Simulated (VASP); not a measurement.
The system is Ir3O.

```xyz
4
Lattice="-2.5136 2.5136 2.5136 2.5136 -2.5136 2.5136 2.5136 2.5136 -2.5136" Properties=species:S:1:pos:R:3 pbc="T T T"
Ir    2.5136    0.0000    0.0000
Ir    0.0000    2.5136    0.0000
Ir    0.0000    0.0000    2.5136
O     0.0000    0.0000    0.0000
```

The cell was generated, and may not be a known phase.

```yaml
Program: VASP 6.6.1
Task: relaxation of cell and atoms
Functional: PBE
Potentials_or_basis: VASP PAW PBE potentials, release 64 (Ir, O)
Cutoff: 600 eV
k_mesh: 6 × 6 × 6
Occupations: gaussian, width 0.1 eV
Spin: collinear spin
Starting_moments: "[1.0, 1.0, 1.0, 0.0] μB"
```

At the start: pressure -8.8 GPa; volume 15.88 Å³/atom.

Where does the relaxation end?

Over 3 steps the energy falls by 19.8 meV/atom and the volume is 15.21 Å³/atom (-4.2 %); space group Im-3m (No. 229, to 0.1 Å) before and after; moment 0.00 μB per cell.

The path:
| step | energy change (eV) | largest force (eV/Å) | pressure (GPa) | volume (Å³) |
| --- | --- | --- | --- | --- |
| 1 | 0.0000 | 0.0000 | -8.80 | 63.52 |
| 2 | 0.2458 | 0.0000 | 22.99 | 55.83 |
| 3 | -0.0794 | 0.0000 | -0.26 | 60.83 |

Final structure:
```
Ir O
1.0
    -2.47755    2.47755    2.47755
     2.47755   -2.47755    2.47755
     2.47755    2.47755   -2.47755
Ir O
3 1
Cartesian
  2.4776 0.0000 0.0000
  0.0000 2.4776 0.0000
  0.0000 0.0000 2.4776
  0.0000 0.0000 0.0000
```
